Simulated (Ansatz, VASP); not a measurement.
**One calculation of PCS4, two programs**

```
CELL_PARAMETERS angstrom
-2.67386 2.67386 3.22473
2.67386 -2.67386 3.22473
2.67386 2.67386 -3.22473
ATOMIC_POSITIONS crystal
P 0.00000 0.00000 0.00000
C 0.50000 0.50000 0.00000
S 0.50000 0.50000 0.50000
S 0.00000 0.00000 0.50000
S 0.50000 0.00000 0.00000
S 0.00000 0.50000 0.00000
```

Alike in both runs: functional PBE; dispersion D3(BJ); k mesh 10 × 10 × 10; occupations gaussian, width 0.1 eV; no spin polarisation.

Ansatz relaxed the structure, and its values are those at the end. VASP's run is a single point on that final structure, the one shown.

|  | VASP | Ansatz |
| --- | --- | --- |
| version | VASP 6.6.1 | Ansatz 0.2.0 |
| potentials or method | VASP PAW PBE potentials, release 64 (P, C, S), cutoff 520 eV | scalar-relativistic, plane waves, PAW |
| valence electrons in the cell | 33 | 33 |

|  | VASP | Ansatz | Ansatz less VASP |
| --- | --- | --- | --- |
| gap on the k mesh at the Fermi level (eV) | none | none | - |
| pressure (GPa) | -0.2 | 0.0 | +0.16 |

A gap of «none» marks a metal or a gap that the smearing closes. Ansatz's warnings: relaxed geometry near dispersion switch.
